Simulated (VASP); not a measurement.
Runs of VASP 6.6.1 on Sn3PbSe4. The structure is that of space group Pm-3m (No. 221), or close to it. The cells are those of the table. 

| cell | k mesh | gap on the mesh (eV) | pressure (GPa) |
| --- | --- | --- | --- |
| a = 6.104 Å, 8 atoms | 6 × 6 × 6 | none | 0.0 |
| a = 6.111 Å, 8 atoms | 4 × 4 × 4 | none | -0.3 |
| a = 6.042 Å, 8 atoms | 6 × 6 × 6 | none | 1.5 |
| a = 6.164 Å, 8 atoms | 6 × 6 × 6 | none | (a) |

Alike in all rows: task single point; level PBE; potentials or basis VASP PAW PBE potentials, release 64 (Sn_d, Pb_d, Se); no spin polarisation; cutoff (eV) 520; smearing gaussian 0.1 eV.

Question: Fill in the values left out.

Answer: (a) -1.4.

Caveats: semilocal functionals underestimate gaps, so a narrow gap can read as zero; spin-orbit coupling is left out, which moves the levels of the heavy elements.

A k mesh can miss the band edges, and the runs leave out spin-orbit coupling on Pb, Se, Sn.

A gap of «none» marks levels without a gap at the run's occupations.
